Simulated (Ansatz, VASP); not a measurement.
# Ta in VASP and in Ansatz

Contents of INCAR:

```
ALGO = Normal
EDIFF = 1E-6
EDIFFG = -0.005
ENCUT = 600
GGA = PE
IBRION = 2
ISIF = 3
ISMEAR = -1
LASPH = T
LCHARG = F
LREAL = F
LWAVE = F
NELM = 100
NSW = 60
PREC = Accurate
SIGMA = 0.08
```

KPOINTS

```
k-points
0
Gamma
  12 12 12
```

File POSCAR:

```
Ta
1.0
    0.0000000000      2.8397911140      2.8397911140
    2.8397911140      0.0000000000      2.8397911140
    2.8397911140      2.8397911140      0.0000000000
Ta
2
Direct
   -0.1250000000     -0.1250000000     -0.1250000000
    0.1250000000      0.1250000000      0.1250000000
```

Input for Ansatz:

```yaml
crystal:
  lattice:
    - [0.0, 2.839791114, 2.839791114]
    - [2.839791114, 0.0, 2.839791114]
    - [2.839791114, 2.839791114, 0.0]
  atoms:
    - { symbol: Ta, position: [-0.125, -0.125, -0.125] }
    - { symbol: Ta, position: [0.125, 0.125, 0.125] }
kpoints:
  mp_grid: { grid: [12, 12, 12] }
scf:
  occupations: { method: fermi_dirac, width: 0.08 }
hamiltonian:
  xc: pbe
  pseudopotentials: { kind: paw }
output:
  forces: true
  stress: true
relax:
  f_tol: 0.005
  max_steps: 40
  cell: {}
```

Alike in both runs: task relaxation of cell and atoms; functional PBE; k mesh 12 × 12 × 12; occupations fermi-dirac, width 0.08 eV; no spin polarisation.

|  | VASP | Ansatz |
| --- | --- | --- |
| version | VASP 6.6.1 | Ansatz 0.2.0 |
| potentials or method | VASP PAW PBE potentials, release 64 (Ta_pv) | PAW with Ansatz's default frozen-core files, scalar-relativistic |
| plane-wave cutoff (eV) | 600 | 420 |
| valence electrons in the cell | 22 | 26 |

|  | VASP | Ansatz | Ansatz less VASP |
| --- | --- | --- | --- |
| relaxed volume (Å³/atom) | 28.47 | 28.42 | -0.048 |
| relaxed cell length with the largest relative difference (Å) | 4.318 | 4.316 | -0.0025 |

VASP's potentials hold 22 valence electrons a cell and Ansatz's 26, so a difference there can come from the potentials and not from the codes.

Spin-orbit coupling is off throughout. Noted on VASP's run: the volume moved by over 15 % at a fixed basis, so the end points are rough.
